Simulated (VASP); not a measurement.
# Hf3H4C2 (P-6) in VASP: further runs, part 3 of 3

VASP 6.6.1. The steps go on from the part before.

### Step 6. Relaxation of cell and atoms, PBE

This run uses another cell than the first one, of 12.40 Å³/atom, 1.190 times its volume.

Input file INCAR:

```
ALGO     = Normal         # electronic algorithm
EDIFF    = 1E-6           # SCF threshold, eV
EDIFFG   = -0.04          # ionic threshold
ENCUT    = 600            # plane-wave cutoff, eV
GGA      = PE             # functional
IBRION   = 2              # ionic algorithm
ISIF     = 3              # what is computed and relaxed
ISMEAR   = 0              # smearing method
LASPH    = T              # aspherical terms in the spheres
LCHARG   = F              # write CHGCAR
LREAL    = F              # projectors in reciprocal space
LWAVE    = F              # write WAVECAR
NELM     = 100            # most SCF steps
NSW      = 90             # ionic steps
PREC     = Accurate       # precision mode
SIGMA    = 0.1            # smearing width, eV
```

Input file KPOINTS:

```
k-points
0
Gamma
  3 3 6
```

Input file POSCAR:

```
Hf3H4C2
1.0
    6.5606869900      0.0000000000      0.0000000000
   -3.2803435000      5.6817216000      0.0000000000
    0.0000000000      0.0000000000      2.9940506900
Hf H C
3 4 2
Direct
    0.9607892600      0.5828689300      0.5000000000
    0.4171310700      0.3779203300      0.5000000000
    0.6220796700      0.0392107400      0.5000000000
    0.7428031600      0.7445530300      0.0000000000
    0.2554469700      0.9982501300      0.0000000000
    0.0017498700      0.2571968400      0.0000000000
    0.3333333300      0.6666666700      0.0000000000
    0.0000000000      0.0000000000      0.5000000000
    0.6666666700      0.3333333300      0.0000000000
```

Potentials or basis: VASP PAW PBE potentials, release 64 (Hf_pv, H, C).

Started as:

```console
$ cat potpaw_PBE.64/Hf_pv/POTCAR potpaw_PBE.64/H/POTCAR potpaw_PBE.64/C/POTCAR > POTCAR
$ mpirun -np 1 vasp_std > vasp.out
```

OUTCAR:

```text
EDIFF = 1E-6
   EDIFFG = -0.04
   ENCUT = 600
   GGA = PE
   IBRION = 2
   ISIF = 3
   ISMEAR = 0
   LASPH = T
   LREAL = F
   NELM = 100
   NSW = 90
   PREC = Accurate

 ion  position               nearest neighbor table
   1  0.961  0.583  0.500-   9 2.34   9 2.34   8 2.62   2 3.12   3 3.12   3 3.85   2 3.85
   2  0.417  0.378  0.500-   9 2.34   9 2.34   8 2.62   1 3.12   3 3.12   3 3.85   1 3.85
   3  0.622  0.039  0.500-   9 2.34   9 2.34   8 2.62   1 3.12   2 3.12   1 3.85   2 3.85
   4  0.743  0.745  0.000-
   5  0.255  0.998  0.000-
   6  0.002  0.257  0.000-
   7  0.333  0.667  0.000-
   8  0.000  0.000  0.500-   2 2.62   3 2.62   1 2.62
   9  0.667  0.333  0.000-   3 2.34   3 2.34   1 2.34   1 2.34   2 2.34   2 2.34

  LATTYP: Found a hexagonal cell.
 ALAT       =     6.5606869900
 C/A-ratio  =     0.4563623740

  Lattice vectors:

 A1 = (   6.5606869900,   0.0000000000,   0.0000000000)
 A2 = (  -3.2803435000,   5.6817216000,   0.0000000000)
 A3 = (   0.0000000000,   0.0000000000,   2.9940506900)

Analysis of symmetry for initial positions (statically):
=====================================================================
 Subroutine PRICEL returns:
 Original cell was already a primitive cell.

 Routine SETGRP: Setting up the symmetry group for a
 hexagonal supercell.

 Subroutine GETGRP returns: Found  6 space group operations
 (whereof  6 operations were pure point group operations)
 out of a pool of 24 trial point group operations.

The static configuration has the point symmetry C_3h.

Analysis of symmetry for dynamics (positions and initial velocities):
=====================================================================
 Subroutine PRICEL returns:
 Original cell was already a primitive cell.

 Routine SETGRP: Setting up the symmetry group for a
 hexagonal supercell.

 Subroutine GETGRP returns: Found  6 space group operations
 (whereof  6 operations were pure point group operations)
 out of a pool of 24 trial point group operations.

The dynamic configuration has the point symmetry C_3h.

 Subroutine INISYM returns: Found  6 space group operations
 (whereof  6 operations are pure point group operations),
 and found     1 'primitive' translations

----------------------------------------------------------------------------------------

                                     Primitive cell

  volume of cell :     111.6062

  direct lattice vectors                    reciprocal lattice vectors
     6.560686990  0.000000000  0.000000000     0.152423062  0.088001496  0.000000000
    -3.280343500  5.681721600  0.000000000     0.000000000  0.176002992  0.000000000
     0.000000000  0.000000000  2.994050690     0.000000000  0.000000000  0.333995681

  length of vectors
     6.560686990  6.560686993  2.994050690     0.176002992  0.176002992  0.333995681

  position of ions in fractional coordinates (direct lattice)
     0.960789260  0.582868930  0.500000000
     0.417131070  0.377920330  0.500000000
     0.622079670  0.039210740  0.500000000
     0.742803160  0.744553030  0.000000000
     0.255446970  0.998250130  0.000000000
     0.001749870  0.257196840  0.000000000
     0.333333330  0.666666670  0.000000000
     0.000000000  0.000000000  0.500000000
     0.666666670  0.333333330  0.000000000

  ion indices of the primitive-cell ions
   primitive index   ion index
                 1           1
                 2           2
                 3           3
                 4           4
                 5           5
                 6           6
                 7           7
                 8           8
[... 32 lines left out ...]
  0.333333  0.333333  0.000000      2.000000
  0.000000  0.000000  0.166667      2.000000
  0.333333  0.000000  0.166667     12.000000
  0.333333  0.333333  0.166667      4.000000
  0.000000  0.000000  0.333333      2.000000
  0.333333  0.000000  0.333333     12.000000
  0.333333  0.333333  0.333333      4.000000
  0.000000  0.000000  0.500000      1.000000
  0.333333  0.000000  0.500000      6.000000
  0.333333  0.333333  0.500000      2.000000
   k-points           NKPTS =     12   k-points in BZ     NKDIM =     12   number of bands    NBANDS=     26
   number of dos      NEDOS =    301   number of ions     NIONS =      9
   total plane-waves  NPLWV =  69984
   dimension x,y,z NGX =    54 NGY =   54 NGZ =   24
   dimension x,y,z NGXF=   108 NGYF=  108 NGZF=   48
   ions per type =               3   4   2
   NGX,Y,Z   is equivalent  to a cutoff of  13.68, 13.68, 13.33 a.u.
   NGXF,Y,Z  is equivalent  to a cutoff of  27.37, 27.37, 26.65 a.u.
 SYSTEM =  unknown system
   PREC   = accura    normal or accurate (medium, high low for compatibility)
   ISTART =      0    job   : 0-new  1-cont  2-samecut
   ICHARG =      2    charge: 1-file 2-atom 10-const
   ISPIN  =      1    spin polarized calculation?
   LNONCOLLINEAR =      F non collinear calculations
   LSORBIT =      F    spin-orbit coupling
   LASPH  =      T    aspherical Exc in radial PAW
   ENCUT  =  600.0 eV  44.10 Ry    6.64 a.u.  13.10 13.10  5.98*2*pi/ulx,y,z
   NELM   =    100;   NELMIN=  2; NELMDL= -5     # of ELM steps
   EDIFF  = 0.1E-05   stopping-criterion for ELM
   LREAL  =      F    real-space projection
   EDIFFG = -.4E-01   stopping-criterion for IOM
   NSW    =     90    number of steps for IOM
   IBRION =      2    ionic relax: 0-MD 1-quasi-New 2-CG
   NFREE  =      1    steps in history (QN), initial steepest desc. (CG)
   ISIF   =      3    stress and relaxation
   ISYM   =      2    0-nonsym 1-usesym 2-fastsym
   POTIM  = 0.5000    time-step for ionic-motion
   TEBEG  =    0.0;   TEEND  =   0.0 temperature during run
   PSTRESS=    0.0 pullay stress
   NELECT =      42.0000    total number of electrons
   NUPDOWN=      -1.0000    fix difference up-down
   EMIN   =  10.00;   EMAX   =-10.00  energy-range for DOS
   EFERMI =   0.00;   METHOD = LEGACY
   ISMEAR =     0;   SIGMA  =   0.10  broadening in eV -4-tet -1-fermi 0-gaus
   EFERMI_NEDOS =   21; number of points for ismear=-14 and -15
   IALGO  =     38    algorithm
   IMIX   =      4    mixing-type and parameters
     AMIX     =   0.40;   BMIX     =  1.00
     AMIX_MAG =   1.60;   BMIX_MAG =  1.00
  volume/ion in A,a.u.               =      12.40        83.68
  Fermi-wavevector in a.u.,A,eV,Ry     =   1.181939  2.233541 19.007069  1.396980
  Thomas-Fermi vector in A             =   2.318203
   LORBIT       =      0    0 simple, 1 ext, 2 COOP (PROOUT), +10 PAW based schemes
   GGA     = PE    functional components
   LHFCALC =     F    Hartree Fock is set to
   AEXX    =    0.0000 exact exchange contribution
   IVDW    =     0    specifies the selected vdW correction
   LEPSILON=     F    determine dielectric tensor
   LRPA    =     F    only Hartree local field effects (RPA)
 conjugate gradient relaxation of ions
 non-spin polarized calculation
 Gauss-broadening in eV      SIGMA  =   0.10
  energy-cutoff  :      600.00
  volume of cell :      111.61
 maximum number of plane-waves:      3753
 NGX is ok and might be reduce to    54

--------------------------------------- Ionic step        1  -------------------------------------------

 number of electron      42.0000001 magnetization

 Free energy of the ion-electron system (eV)
  ---------------------------------------------------
  ext. energy  EPLUGINS =         0.00000000
  ---------------------------------------------------
  free energy    TOTEN  =       -54.45174878 eV

  energy without entropy =      -54.42793523  energy(sigma->0) =      -54.43984201

 E-fermi :   3.6334     XC(G=0): -10.5106

 val. band max:        3.6288866405   @ k =   0.3333   0.3333   0.1667
 cond. band min:       3.6816461061   @ k =   0.3333   0.0000   0.1667
 fundamental gap:      0.0527594655
 Fermi energy:         3.6333519114

 k-point     1 :       0.0000    0.0000    0.0000
  band No.  band energies     occupation
      1     -27.8343      2.00000
      2     -27.7429      2.00000
      3     -27.7429      2.00000
      4     -27.5794      2.00000
      5     -27.4376      2.00000
      6     -27.4376      2.00000
[... 459 lines left out ...]
  FREE ENERGIE OF THE ION-ELECTRON SYSTEM (eV)
  ---------------------------------------------------
  free  energy   TOTEN  =       -56.6770084904 eV

  energy  without entropy=      -56.6634398357  energy(sigma->0) =      -56.67022416

[... ionic steps 4 to 39 ...]

--------------------------------------- Ionic step       40  -------------------------------------------

 number of electron      41.9999997 magnetization

------------------------ aborting loop because EDIFF is reached ----------------------------------------
[... 81 lines left out ...]
--------------------------------------- Ionic step       42  -------------------------------------------

 number of electron      41.9999998 magnetization

 Free energy of the ion-electron system (eV)
  ---------------------------------------------------
  ext. energy  EPLUGINS =         0.00000000
  ---------------------------------------------------
  free energy    TOTEN  =       -60.43782628 eV

  energy without entropy =      -60.43057899  energy(sigma->0) =      -60.43420264

 E-fermi :   4.6417     XC(G=0): -11.1812

 val. band max:        4.5824751146   @ k =   0.3333   0.3333   0.1667
 cond. band min:       4.7471402281   @ k =   0.3333   0.0000   0.3333
 fundamental gap:      0.1646651135
 Fermi energy:         4.6417281866

 k-point     1 :       0.0000    0.0000    0.0000
  band No.  band energies     occupation
      1     -26.2576      2.00000
      2     -26.1064      2.00000
      3     -26.1064      2.00000
      4     -25.9874      2.00000
      5     -25.7485      2.00000
      6     -25.7485      2.00000
[... 373 lines left out ...]
  FREE ENERGIE OF THE ION-ELECTRON SYSTEM (eV)
  ---------------------------------------------------
  free  energy   TOTEN  =       -60.4378262801 eV

  energy  without entropy=      -60.4305789902  energy(sigma->0) =      -60.43420264

 reached required accuracy - stopping structural energy minimisation
```

It took 23 min on 1 thread of Intel Xeon Platinum 8259CL at 2.50GHz (Skylake/Cascade Lake), shared host; peak memory 0.3 GiB.

Results:

```
Free energy                            : -60.4378 eV
Relaxed volume                         : 10.41 Å³/atom
Relaxed cell                           : a = 5.809 Å, b = 5.809 Å, c = 3.207 Å, α = 90.00°, β = 90.00°, γ = 120.00°
Space group after relaxing (to 0.05 Å) : P-6 (No. 174)
Energy gained by relaxing              : 665.1 meV/atom
Ionic steps                            : 42
Pressure after relaxing                : -0.5 GPa
Largest force after relaxing           : 0.014 eV/Å
Band gap on the k mesh                 : 0.16 eV, indirect (least direct gap 0.49 eV)
```

Forces on the atoms (eV/Å):
```
Hf  -0.008 -0.012  0.000
Hf   0.014 -0.001  0.000
Hf  -0.006  0.013  0.000
H   -0.010  0.007  0.000
H   -0.001 -0.012  0.000
H    0.011  0.005  0.000
H    0.000  0.000  0.000
C    0.000  0.000  0.000
C    0.000  0.000  0.000
```

The path:
```tsv
step	energy change (eV)	largest force (eV/Å)	pressure (GPa)	volume (Å³)
1	0.0000	1.4236	-17.60	111.61
3	-2.2253	3.6438	10.16	85.52
5	-3.1985	0.6808	20.68	79.41
7	-3.8462	0.7514	-0.07	88.75
9	-3.9270	0.7644	-0.51	89.01
11	-4.1169	0.8057	-1.75	90.26
13	-4.5513	1.2876	6.72	87.81
15	-4.6176	1.6704	10.97	86.84
17	-4.7672	1.6784	11.20	87.27
19	-5.1173	1.8304	13.80	89.23
21	-5.5405	0.5302	-1.72	97.65
23	-5.5672	0.5262	-0.92	96.85
25	-5.6706	0.4443	-1.51	95.12
27	-5.7473	0.4042	-0.36	93.38
29	-5.7729	0.3450	0.78	91.86
31	-5.8586	0.3560	0.99	91.97
33	-5.9128	0.2789	-1.49	93.93
35	-5.9388	0.2797	0.69	92.98
37	-5.9654	0.3053	-0.61	93.44
39	-5.9810	0.1104	0.15	92.79
41	-5.9852	0.0534	0.55	92.95
42	-5.9861	0.0144	-0.47	93.72
```

Final structure:
```yaml
crystal:
  lattice:
    - [5.80929, 0.00000, 0.00000]
    - [-2.90465, 5.03099, 0.00000]
    - [0.00000, 0.00000, 3.20678]
  atoms:
    - { symbol: Hf, position: [0.98809, 0.62572, 0.50000] }
    - { symbol: Hf, position: [0.37428, 0.36237, 0.50000] }
    - { symbol: Hf, position: [0.63763, 0.01191, 0.50000] }
    - { symbol: H, position: [0.79049, 0.96403, 0.00000] }
    - { symbol: H, position: [0.03597, 0.82646, 0.00000] }
    - { symbol: H, position: [0.17354, 0.20951, 0.00000] }
    - { symbol: H, position: [0.33333, 0.66667, 0.00000] }
    - { symbol: C, position: [0.00000, 0.00000, 0.50000] }
    - { symbol: C, position: [0.66667, 0.33333, 0.00000] }
```

Caveat: the volume moved by over 15 % at a fixed basis, so the end points are rough; spin-orbit coupling is left out, which moves the levels of the heavy elements.

### Step 7. Overview

| task | cell | k mesh | cutoff (eV) | smearing | gap on the mesh (eV) | pressure (GPa) | largest force (eV/Å) |
| --- | --- | --- | --- | --- | --- | --- | --- |
| single point | a = 5.810, b = 5.810, c = 3.208 Å, angles 90.0, 90.0, 120.0°, 9 atoms | 3 × 3 × 6 | 520 | gaussian 0.1 eV | 0.16 | -0.5 | 0.02 |
| single point | a = 6.561, b = 6.561, c = 2.994 Å, angles 90.0, 90.0, 120.0°, 9 atoms | 3 × 3 × 6 | 520 | gaussian 0.1 eV | none | -17.6 | 1.42 |
| single point | a = 5.810, b = 5.810, c = 3.209 Å, angles 90.0, 90.0, 120.0°, 9 atoms | 6 × 6 × 12 | 520 | gaussian 0.01 eV | none | -0.4 | 0.03 |
| single point | a = 5.811, b = 5.811, c = 3.209 Å, angles 90.0, 90.0, 120.0°, 9 atoms | 6 × 6 × 12 | 520 | gaussian 0.1 eV | none | -0.4 | 0.03 |
| relaxation of cell and atoms | relaxed from a = 6.561, b = 6.561, c = 2.994 Å, angles 90.0, 90.0, 120.0°, 9 atoms | 3 × 3 × 6 | 600 | gaussian 0.1 eV | 0.16 | -0.5 | 0.01 |

Some of these runs hold the atoms at other places in the same cell, which the table doesn't show; runs alike in all that it shows share one row.

Alike in all rows: level PBE; potentials or basis VASP PAW PBE potentials, release 64 (Hf_pv, H, C); no spin polarisation.

Caveats: some runs use coarse meshes; spin-orbit coupling is left out, which moves the levels of the heavy elements; forces of over 1 eV/Å act on the atoms, so gaps and moduli don't describe the material at rest (some runs); the volume moved by over 15 % at a fixed basis, so the end points are rough (some runs).

Absolute energies hang on the potentials; compare differences alone.
